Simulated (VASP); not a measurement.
# Pb in VASP: further runs, part 2 of 2

VASP 6.6.1. Earlier steps stand in the parts before.

**4. Electric field gradients, PBE (equal xy, yz and zx shear strains of +1 %)**

INCAR reads:

```
  ALGO = Normal
  EDIFF = 1E-8
  ENCUT = 520
  GGA = PE
  ISIF = 2
  ISMEAR = -1
  LASPH = True
  LCHARG = False
  LEFG = True
  LREAL = False
  LWAVE = False
  NBANDS = 21
  NELM = 80
  PREC = Accurate
  SIGMA = 0.05
```

KPOINTS reads:

```
k-points
0
Gamma
  8 8 8
```

POSCAR reads:

```
Pb
1.0
    0.0343900006      3.4561950558      3.4561950558
    3.4561950558      0.0343900006      3.4561950558
    3.4561950558      3.4561950558      0.0343900006
Pb
2
Direct
    0.0000000000      0.0000000000      0.0000000000
    0.2500000000      0.2500000000      0.2500000000
```

Potentials or basis: VASP PAW PBE potentials, release 64 (Pb_d).

Run with:

```console
$ cat potpaw_PBE.64/Pb_d/POTCAR > POTCAR
$ mpirun -np 1 vasp_std > vasp.out
```

OUTCAR:

```text
EDIFF = 1E-8
   ENCUT = 520
   GGA = PE
   ISIF = 2
   ISMEAR = -1
   LASPH = True
   LREAL = False
   NELM = 80
   PREC = Accurate

 ion  position               nearest neighbor table
   1  0.000  0.000  0.000-   2 2.97   2 2.97   2 2.97   2 3.01
   2  0.250  0.250  0.250-   1 2.97   1 2.97   1 2.97   1 3.01

  LATTYP: Found a trigonal (rhomboedric) cell.
 ALAT       =     4.8879189027
 COS(alpha) =     0.5099250056

  Lattice vectors:

 A1 = (   0.0343900006,   3.4561950558,   3.4561950558)
 A2 = (   3.4561950558,   0.0343900006,   3.4561950558)
[... 790 lines left out ...]
  free  energy   TOTEN  =        -6.5630114606 eV

  energy  without entropy=       -6.5589234483  energy(sigma->0) =       -6.56096745

 Electric field gradients (V/A^2)
---------------------------------------------------------------------
 ion       V_xx      V_yy      V_zz      V_xy      V_xz      V_yz
---------------------------------------------------------------------
   1      -0.000    -0.000     0.000    13.171    13.171    13.171
   2      -0.000    -0.000     0.000    13.171    13.171    13.171
---------------------------------------------------------------------

 Electric field gradients after diagonalization (V/A^2)
 (convention: |V_zz| > |V_xx| > |V_yy|)
----------------------------------------------------------------------
 ion       V_xx      V_yy      V_zz     asymmetry (V_yy - V_xx)/ V_zz
----------------------------------------------------------------------
   1     -13.171   -13.171    26.342       0.000
   2     -13.171   -13.171    26.342       0.000
----------------------------------------------------------------------

           NMR quadrupolar parameters

 Cq : quadrupolar parameter    Cq=e*Q*V_zz/h
 eta: asymmetry parameters     (V_yy - V_xx)/ V_zz
 Q  : nuclear electric quadrupole moment in mb (millibarn)
----------------------------------------------------------------------
 ion       Cq(MHz)       eta       Q (mb)
----------------------------------------------------------------------
   1       0.064       0.000       1.000
   2       0.064       0.000       1.000
----------------------------------------------------------------------
```

OSZICAR:

```text
N       E                     dE             d eps       ncg     rms          rms(c)
DAV:   1     0.293161701014E+03    0.29316E+03   -0.13660E+04  2730   0.145E+03
DAV:   2     0.155468127302E+02   -0.27761E+03   -0.27199E+03  2750   0.394E+02
DAV:   3    -0.578464242517E+01   -0.21331E+02   -0.21179E+02  3309   0.137E+02
DAV:   4    -0.654414851951E+01   -0.75951E+00   -0.75925E+00  3200   0.310E+01
DAV:   5    -0.658929093280E+01   -0.45142E-01   -0.45142E-01  4243   0.666E+00    0.150E+00
DAV:   6    -0.656870515356E+01    0.20586E-01   -0.27418E-02  3851   0.233E+00    0.868E-01
DAV:   7    -0.656152162758E+01    0.71835E-02   -0.27579E-02  3792   0.216E+00    0.164E-01
DAV:   8    -0.656271169101E+01   -0.11901E-02   -0.47675E-03  3223   0.765E-01    0.393E-02
DAV:   9    -0.656299032138E+01   -0.27863E-03   -0.44690E-04  3081   0.234E-01    0.166E-02
DAV:  10    -0.656300643871E+01   -0.16117E-04   -0.43714E-05  3478   0.677E-02    0.515E-03
DAV:  11    -0.656301128177E+01   -0.48431E-05   -0.81196E-06  3414   0.212E-02    0.658E-04
DAV:  12    -0.656301133017E+01   -0.48397E-07   -0.33452E-07  3761   0.448E-03    0.301E-04
DAV:  13    -0.656301145587E+01   -0.12570E-06   -0.33636E-08  2660   0.109E-03    0.982E-05
DAV:  14    -0.656301144557E+01    0.10295E-07   -0.25174E-09  2200   0.538E-04    0.439E-05
DAV:  15    -0.656301146500E+01   -0.19428E-07   -0.13120E-09  2000   0.375E-04    0.214E-05
DAV:  16    -0.656301146064E+01    0.43565E-08   -0.47092E-10  1795   0.327E-04
   1 F= -.65630115E+01 E0= -.65609675E+01  d E =-.408801E-02
```

Wall time 52 s (1 thread of Intel Xeon 6975P-C (Granite Rapids), shared host); peak memory 0.25 GiB.

Results:

```
Free energy            : -6.5630 eV
Pressure               : 2.3 GPa
Largest force          : 0.126 eV/Å
Band gap on the k mesh : zero (band 14 reaches 4.75 eV, above the bottom of band 15 at 3.58 eV)
```

Forces in eV/Å, atoms in the order of the input:
```
Pb   0.073  0.073  0.073
Pb  -0.073 -0.073 -0.073
```

Electric field gradients, principal values (V/Å²):
```
atom    least   middle  greatest (by size)
1 Pb  -13.171  -13.171              26.342
2 Pb  -13.171  -13.171              26.342
```

Caveat: the cell differs from its parent crystal (equal xy, yz and zx shear strains of +1 %); without QUAD_EFG the Cq values of the log hold for a quadrupole moment of 1 mb, not for the nuclei; spin-orbit coupling is left out, which moves the levels of the heavy elements.

**5. Electric field gradients, PBE (equal xx and yy strain of +1 %)**

Changes to INCAR since step 4:

```diff
@@ -12,3 +12,3 @@
   NBANDS = 21
-  NELM = 80
+  NELM = 100
   PREC = Accurate
```

KPOINTS is that of step 4.

POSCAR reads:

```
Pb
1.0
    0.0000000000      3.4733900561      3.4390000555
    3.4733900561      0.0000000000      3.4390000555
    3.4733900561      3.4733900561      0.0000000000
Pb
2
Direct
    0.0000000000      0.0000000000      0.0000000000
    0.2500000000      0.2500000000      0.2500000000
```

Potentials or basis: VASP PAW PBE potentials, release 64 (Pb_d).

Run with:

```console
$ cat potpaw_PBE.64/Pb_d/POTCAR > POTCAR
$ mpirun -np 1 vasp_std > vasp.out
```

OUTCAR:

```text
EDIFF = 1E-8
   ENCUT = 520
   GGA = PE
   ISIF = 2
   ISMEAR = -1
   LASPH = True
   LREAL = False
   NELM = 100
   PREC = Accurate

 ion  position               nearest neighbor table
   1  0.000  0.000  0.000-   2 3.00   2 3.00   2 3.00   2 3.00
   2  0.250  0.250  0.250-   1 3.00   1 3.00   1 3.00   1 3.00

  LATTYP: Found a body centered tetragonal cell.
 ALAT       =     4.9121153247
 C/A-ratio  =     1.4002114479

  Lattice vectors:

 A1 = (   0.0000000000,  -3.4733900561,  -3.4390000555)
 A2 = (   0.0000000000,   3.4733900561,  -3.4390000555)
 A3 = (   3.4733900561,   0.0000000000,   3.4390000555)

[... 788 lines left out ...]
  free  energy   TOTEN  =        -6.5862916517 eV

  energy  without entropy=       -6.5821902920  energy(sigma->0) =       -6.58424097

 Electric field gradients (V/A^2)
---------------------------------------------------------------------
 ion       V_xx      V_yy      V_zz      V_xy      V_xz      V_yz
---------------------------------------------------------------------
   1      -4.137    -4.137     8.273    -0.000     0.001     0.001
   2      -4.137    -4.137     8.273    -0.000     0.001     0.001
---------------------------------------------------------------------

 Electric field gradients after diagonalization (V/A^2)
 (convention: |V_zz| > |V_xx| > |V_yy|)
----------------------------------------------------------------------
 ion       V_xx      V_yy      V_zz     asymmetry (V_yy - V_xx)/ V_zz
----------------------------------------------------------------------
   1      -4.137    -4.137     8.273       0.000
   2      -4.137    -4.137     8.273       0.000
----------------------------------------------------------------------

           NMR quadrupolar parameters

 Cq : quadrupolar parameter    Cq=e*Q*V_zz/h
 eta: asymmetry parameters     (V_yy - V_xx)/ V_zz
 Q  : nuclear electric quadrupole moment in mb (millibarn)
----------------------------------------------------------------------
 ion       Cq(MHz)       eta       Q (mb)
----------------------------------------------------------------------
   1       0.020       0.000       1.000
   2       0.020       0.000       1.000
----------------------------------------------------------------------
```

OSZICAR:

```text
N       E                     dE             d eps       ncg     rms          rms(c)
DAV:   1     0.292347658394E+03    0.29235E+03   -0.13681E+04  2478   0.144E+03
DAV:   2     0.152378228756E+02   -0.27711E+03   -0.27145E+03  2493   0.390E+02
DAV:   3    -0.581893492225E+01   -0.21057E+02   -0.20921E+02  3030   0.136E+02
DAV:   4    -0.656554919638E+01   -0.74661E+00   -0.74634E+00  2866   0.308E+01
DAV:   5    -0.660970260299E+01   -0.44153E-01   -0.44153E-01  3785   0.659E+00    0.146E+00
DAV:   6    -0.659110404560E+01    0.18599E-01   -0.27755E-02  3451   0.231E+00    0.845E-01
DAV:   7    -0.658481357332E+01    0.62905E-02   -0.26229E-02  3447   0.210E+00    0.162E-01
DAV:   8    -0.658598665546E+01   -0.11731E-02   -0.46303E-03  2926   0.747E-01    0.391E-02
DAV:   9    -0.658627039325E+01   -0.28374E-03   -0.43934E-04  2751   0.221E-01    0.146E-02
DAV:  10    -0.658628660200E+01   -0.16209E-04   -0.39722E-05  3317   0.610E-02    0.521E-03
DAV:  11    -0.658629155512E+01   -0.49531E-05   -0.81544E-06  2891   0.214E-02    0.425E-04
DAV:  12    -0.658629156965E+01   -0.14524E-07   -0.29505E-07  3338   0.400E-03    0.220E-04
DAV:  13    -0.658629164558E+01   -0.75936E-07   -0.14591E-08  2423   0.116E-03    0.135E-04
DAV:  14    -0.658629165171E+01   -0.61250E-08   -0.20843E-09  2009   0.486E-04
   1 F= -.65862917E+01 E0= -.65842410E+01  d E =-.410136E-02
```

Run time: 3.8 min. Hardware: 1 thread of AMD EPYC 7R43 (Zen 3), shared host; peak memory 0.21 GiB.

Results:

```
Free energy            : -6.5863 eV
Pressure               : 1.6 GPa
Band gap on the k mesh : zero (band 14 reaches 4.54 eV, above the bottom of band 15 at 3.47 eV)
```

Stress tensor (GPa, compression positive):
```
1.59 0.00 0.00
0.00 1.59 0.00
0.00 0.00 1.67
```

Levels at points of the mesh, in eV from the Fermi level:
```tsv
k point	band 12	band 13	band 14	band 15	band 16	band 17
(0.00, 0.00, 0.00)	-4.08	0.32	0.32	0.38	2.32	2.36
(0.50, 0.00, 0.00)	-7.12	-1.01	-0.81	-0.75	3.44	3.47
(0.50, 0.50, 0.00)	-8.48	-2.00	-2.00	0.79	0.79	7.02
(0.50, 0.00, 0.50)	-8.50	-1.95	-1.95	0.84	0.84	6.99
```

Electric field gradients, principal values (V/Å²):
| atom | least | middle | greatest (by size) |
| --- | --- | --- | --- |
| 1 Pb | -4.137 | -4.137 | 8.273 |
| 2 Pb | -4.137 | -4.137 | 8.273 |

Caveat: the cell differs from its parent crystal (equal xx and yy strain of +1 %); without QUAD_EFG the Cq values of the log hold for a quadrupole moment of 1 mb, not for the nuclei; spin-orbit coupling is left out, which moves the levels of the heavy elements.

**6. Overview**

```csv
cell,gap on the mesh (eV),pressure (GPa),largest force (eV/Å)
"a = 4.815, b = 4.815, c = 4.863 Å, angles 59.7, 59.7, 60.7°, 2 atoms",none,3.1,-
"a = 4.815 Å, angles 61.3°, 2 atoms",none,2.4,0.29
"a = 4.888 Å, angles 59.3°, 2 atoms",none,2.3,0.13
"a = 4.888, b = 4.888, c = 4.912 Å, angles 59.8, 59.8, 60.3°, 2 atoms",none,1.6,-
```

Alike in all rows: task electric field gradients; level PBE; potentials or basis VASP PAW PBE potentials, release 64 (Pb_d); no spin polarisation; k mesh 8 × 8 × 8; cutoff (eV) 520; smearing fermi-dirac 0.05 eV.

Caveats: spin-orbit coupling is left out, which moves the levels of the heavy elements.

Total energies depend on the potentials used, so only differences within one code and one set of settings carry meaning.
